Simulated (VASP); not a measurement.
**LiF: single point with LDA**

LiF:

```
Li F
1.0
     0.00000    2.03384    2.03384
     2.03384    0.00000    2.03384
     2.03384    2.03384    0.00000
Li F
1 1
Direct
  0.50000 0.50000 0.50000
  0.00000 0.00000 0.00000
```

| Quantity | Value |
| --- | --- |
| Program | VASP 6.6.1 |
| Task | single point |
| Functional | LDA |
| Potentials or basis | VASP PAW LDA potentials, release 64 (Li_sv, F) |
| Cutoff | 520 eV |
| k mesh | 10 × 10 × 10 |
| Occupations | gaussian, width 0.02 eV |
| Spin | no spin polarisation |

```
Band gap on the k mesh : 8.57 eV, direct
```

Levels at points of the mesh, in eV from the valence-band top:
```csv
k point,band 1,band 2,band 3,band 4,band 5,band 6,band 7,band 8,band 9,band 10
"(0.00, 0.00, 0.00)",-39.81,-19.49,0.00,0.00,0.00,8.57,23.08,23.08,23.08,23.62
"(0.50, 0.00, 0.00)",-39.75,-19.06,-2.49,-0.22,-0.22,10.22,16.03,18.19,18.19,29.38
"(0.50, 0.50, 0.00)",-39.74,-18.80,-2.99,-0.99,-0.99,14.15,15.89,16.78,19.42,19.42
```

Wall time 5.4 s on 1 thread of AMD EPYC 9R45 96-Core Processor (Zen 5), with other jobs on the host, peak memory 0.09 GiB.

 A k mesh can miss the band edges.
